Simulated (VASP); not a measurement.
Wanted: the native input for a VASP 6.6.1 run.

| Quantity | Value |
| --- | --- |
| Task | single point |
| Functional | PBE |
| Potentials or basis | VASP PAW PBE potentials, release 64 (Sn_d, Se) |
| Cutoff | 500 eV |
| k mesh | 6 × 6 × 6 |
| Occupations | methfessel-paxton, width 0.05 eV |
| Spin | no spin polarisation |
| Dipole correction | no |
| Further INCAR settings | ALGO = Normal; EDIFF = 1e-06; NBANDS = 17 |

The structure of SnSe lies in POSCAR:

```
SnSe
1.0
    0.0000000000      2.9485541872      2.9485541872
    2.9485541872      0.0000000000      2.9485541872
    2.9485541872      2.9485541872      0.0000000000
Sn Se
1 1
Direct
    0.0000000000      0.0000000000      0.0000000000
    0.5000000000      0.5000000000      0.5000000000
```

One way to write it, as run:

INCAR

```
SYSTEM = SnSe
ALGO = Normal
EDIFF = 1E-6
ENCUT = 500
GGA = PE
GGA_COMPAT = .FALSE.
ISIF = 2
ISMEAR = 1
LASPH = .TRUE.
LCHARG = .TRUE.
LELF = .TRUE.
LREAL = .FALSE.
LVHAR = .TRUE.
LWAVE = .FALSE.
NBANDS = 17
NELM = 120
PREC = Accurate
SIGMA = 0.05
```

KPOINTS

```
k-points
0
G
  6 6 6
  0 0 0
```

Potentials or basis: VASP PAW PBE potentials, release 64 (Sn_d, Se).

The run is started by

```console
$ cat potpaw_PBE.64/Sn_d/POTCAR potpaw_PBE.64/Se/POTCAR > POTCAR
$ mpirun -np 1 vasp_std > vasp.out
```

Results of the run:

```json
{"Pressure": "4.3 GPa", "Band gap on the k mesh": "0.87 eV, direct"}
```

Caveat: spin-orbit coupling is left out, which moves the levels of the heavy elements.

It took 18 s on 1 thread of AMD EPYC 7R43 64-Core Processor (Zen 3), with other jobs on the host, peak memory 0.13 GiB.
